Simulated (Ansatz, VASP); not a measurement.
## One calculation of BaMg3H3, two programs

```
Ba Mg H
1.0
     4.36116    0.00000    0.00000
     0.00000    4.36116    0.00000
     0.00000    0.00000    7.09461
Ba Mg H
1 3 3
Cartesian
  0.0000 0.0000 4.4853
  2.1806 0.0000 0.5338
  0.0000 2.1806 0.5338
  2.1806 2.1806 2.6666
  2.1806 2.1806 4.5780
  2.1806 0.0000 2.7648
  0.0000 2.1806 2.7648
```

Alike in both runs: task relaxation of cell and atoms; functional PBE; k mesh 10 × 10 × 6; occupations gaussian, width 0.1 eV; no spin polarisation.

|  | VASP | Ansatz |
| --- | --- | --- |
| version | VASP 6.6.1 | Ansatz 0.2.0 |
| potentials or method | VASP PAW PBE potentials, release 64 (Ba_sv, Mg, H), cutoff 600 eV | scalar-relativistic, plane waves, PAW |
| valence electrons in the cell | 19 | 43 |

```csv
,VASP,Ansatz,Ansatz less VASP
"gap on the k mesh at the Fermi level, each at its own relaxed structure (eV)",none,none,-
relaxed volume (Å³/atom),19.36,19.28,-0.078
relaxed cell length with the largest relative difference (Å),4.368,4.361,-0.0067
```

A gap of «none» marks a metal or a gap that the smearing closes. VASP's potentials hold 19 valence electrons a cell and Ansatz's 43, so a difference there can come from the potentials and not from the codes.

Spin-orbit coupling is off throughout.
